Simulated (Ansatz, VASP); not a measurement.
# One calculation of Al2Au, two programs

```
CELL_PARAMETERS angstrom
0.00000 3.03039 3.03039
3.03039 0.00000 3.03039
3.03039 3.03039 0.00000
ATOMIC_POSITIONS crystal
Al 0.25000 0.25000 0.25000
Al 0.75000 0.75000 0.75000
Au 0.00000 0.00000 0.00000
```

Alike in both runs: functional PBE; k mesh 12 × 12 × 12; occupations gaussian, width 0.1 eV; no spin polarisation.

Ansatz relaxed the structure, and its values are those at the end. VASP's run is a single point on that final structure, the one shown.

|  | VASP | Ansatz |
| --- | --- | --- |
| version | VASP 6.6.1 | Ansatz 0.2.0 |
| potentials or method | VASP PAW PBE potentials, release 64 (Al, Au), cutoff 520 eV | scalar-relativistic, plane waves, PAW |
| valence electrons in the cell | 17 | 25 |

```csv
,VASP,Ansatz,Ansatz less VASP
gap on the k mesh at the Fermi level (eV),none,none,-
pressure (GPa),-0.2,0.0,+0.23
```

A gap of «none» marks a metal or a gap that the smearing closes. The functional is the same, so the differences come from potentials, cutoffs and numerics. VASP's potentials hold 17 valence electrons a cell and Ansatz's 25, so a difference there can come from the potentials and not from the codes.

Neither program's run includes spin-orbit coupling.
